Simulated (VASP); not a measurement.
**ZnS: single point with r2SCAN**

ZnS:

```
Zn S
1.0
     3.82270    0.00000    0.00000
    -1.91135    3.31056    0.00000
     0.00000    0.00000   12.52000
Zn S
4 4
Direct
  0.00000 0.00000 0.00000
  0.00000 0.00000 0.50000
  0.33333 0.66667 0.28594
  0.66667 0.33333 0.75000
  0.00000 0.00000 0.18750
  0.00000 0.00000 0.68750
  0.33333 0.66667 0.43750
  0.66667 0.33333 0.93750
```

This cell differs from its parent crystal: atom 3 (Zn) moved +0.450 Å along Cartesian [0 0 1].

```yaml
Program: VASP 6.6.1
Task: single point
Functional: r2SCAN
Potentials_or_basis: VASP PAW PBE potentials, release 64 (Zn, S)
Cutoff: 520 eV
k_mesh: 6 × 6 × 2
Occupations: gaussian, width 0.05 eV
Spin: no spin polarisation
Dipole_correction: no
Further_INCAR_settings: ALGO = Normal; EDIFF = 1e-07; NBANDS = 46
```

```json
{"Pressure": "2.1 GPa", "Largest force": "8.790 eV/Å", "Band gap on the k mesh": "1.77 eV"}
```

Forces in eV/Å, atoms in the order of the input:
```
Zn   0.000  0.000  0.404
Zn   0.000  0.000  0.509
Zn   0.000  0.000 -8.790
Zn   0.000  0.000  0.354
S    0.000  0.000  1.380
S    0.000  0.000 -0.368
S    0.000  0.000  6.787
S    0.000  0.000 -0.277
```

Stress tensor (GPa, compression positive):
```
-1.61  0.00  0.00
 0.00 -1.61  0.00
 0.00  0.00  9.43
```

Levels at points of the mesh, in eV from the valence-band top:
```tsv
k point	band 33	band 34	band 35	band 36	band 37	band 38	band 39	band 40
(0.00, 0.00, 0.00)	-0.88	-0.80	0.00	0.00	1.77	2.69	3.28	4.18
(0.50, 0.00, 0.00)	-2.17	-1.97	-1.74	-0.75	2.63	2.79	3.46	4.06
(0.00, 0.00, 0.50)	-0.86	-0.86	-0.01	-0.01	2.21	2.71	3.18	3.97
(0.50, 0.00, 0.50)	-2.54	-1.90	-1.90	-0.78	2.78	3.24	3.61	3.90
```

It took 4 min on 1 thread of Intel(R) Xeon(R) 6975P-C (Granite Rapids) (shared host), peak memory 0.33 GiB.

Caveat: the cell differs from its parent crystal (atom 3 (Zn) moved +0.450 Å along Cartesian [0 0 1]); the stress differs along the axes, from -2 to 9 GPa; the PAW data sets were made with another functional, which shifts forces and pressure a little. A k mesh can miss the band edges.
